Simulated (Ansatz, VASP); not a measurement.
**One calculation of Ge, two programs**

```
Ge
1.0
     4.08500    0.00000    0.00000
    -2.04250    3.53771    0.00000
     0.00000    0.00000   28.00000
Ge
2
Direct
  0.33333 0.66667 0.50766
  0.66667 0.33333 0.49234
```

Alike in both runs: task single point; functional LDA; k mesh 12 × 12 × 1; occupations gaussian, width 0.1 eV; no spin polarisation.

|  | VASP | Ansatz |
| --- | --- | --- |
| version | VASP 6.6.1 | Ansatz 0.2.0 |
| potentials or method | VASP PAW LDA potentials, release 64 (Ge_d), cutoff 520 eV | scalar-relativistic, plane waves, PAW |
| valence electrons in the cell | 28 | 28 |

Ansatz gave:

```
gap on the k mesh at the Fermi level (eV) : none
rms of the force components (eV/Å)        : 0.218
```

Q: Estimate VASP's values.

A: gap on the k mesh at the Fermi level (eV): none; rms of the force components (eV/Å): 0.216.

Ansatz warns that its potentials were made for another functional, while VASP's fit it. LDA's correlation is that of Perdew and Zunger in VASP and of Perdew and Wang (1992) in Ansatz. Atom by atom the forces differ by 0.001 eV/Å (rms over components). A gap of «none» marks a metal or a gap that the smearing closes.
